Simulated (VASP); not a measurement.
Write the native input for VASP 6.6.1 that does the following.

```
Task                   : single point
Functional             : LDA
Potentials or basis    : VASP PAW LDA potentials, release 64 (Mn_pv, O)
Cutoff                 : 520 eV
k mesh                 : 5 × 5 × 7
Occupations            : fermi-dirac, width 0.05 eV
Spin                   : collinear spin, ferromagnetic start
Starting moments       : [4.5, 4.5, 0.0, 0.0, 0.0, 0.0] μB
Hubbard terms          : Mn d U = 4.8 eV
Dipole correction      : no
Further INCAR settings : ALGO = Normal; EDIFF = 1e-06; NBANDS = 38
```

The structure of MnO2 lies in POSCAR:

```
MnO2
1.0
    4.4041000000      0.0000000000      0.0000000000
    0.0000000000      4.4041000000      0.0000000000
    0.0000000000      0.0000000000      2.8765000000
Mn O
2 4
Direct
    0.0000000000      0.0000000000      0.0000000000
    0.5000000000      0.5000000000      0.5000000000
    0.3046000000      0.3046000000      0.0000000000
    0.1954000000      0.8046000000      0.5000000000
    0.6954000000      0.6954000000      0.0000000000
    0.8046000000      0.1954000000      0.5000000000
```

The input as run:

INCAR

```
SYSTEM = MnO2
ALGO = Normal
EDIFF = 1E-6
ENCUT = 520
ISIF = 2
ISMEAR = -1
ISPIN = 2
LASPH = .TRUE.
LCHARG = .FALSE.
LDAU = .TRUE.
LDAUJ = 0 0
LDAUL = 2 -1
LDAUPRINT = 1
LDAUTYPE = 2
LDAUU = 4.8 0
LMAXMIX = 4
LORBIT = 11
LREAL = .FALSE.
LWAVE = .FALSE.
MAGMOM = 4.5 4.5 0 0 0 0
NBANDS = 38
NELM = 150
PREC = Accurate
SIGMA = 0.05
```

KPOINTS

```
k-points
0
G
  5 5 7
  0 0 0
```

Potentials or basis: VASP PAW LDA potentials, release 64 (Mn_pv, O).

The run is started by

```sh
$ cat potpaw_LDA.64/Mn_pv/POTCAR potpaw_LDA.64/O/POTCAR > POTCAR
$ mpirun -np 1 vasp_std > vasp.out
```

It gave:

* Pressure: -4.5 GPa
* Largest force: 0.108 eV/Å
* Band gap on the k mesh: zero (filled and empty bands overlap)
* Net moment: 6.03 μB per cell
* Site moments: Mn +3.05; O -0.05 μB
* Valence electrons inside the program's atomic spheres: Mn 11.69; O 5.01

Caveat: the cell stands under tension; only a ferromagnetic start was run, and an antiferromagnetic order may lie lower in energy.

Wall time 80 s on 1 thread of Intel(R) Xeon(R) Platinum 8259CL CPU @ 2.50GHz (Skylake/Cascade Lake) (shared host), peak memory 0.21 GiB.
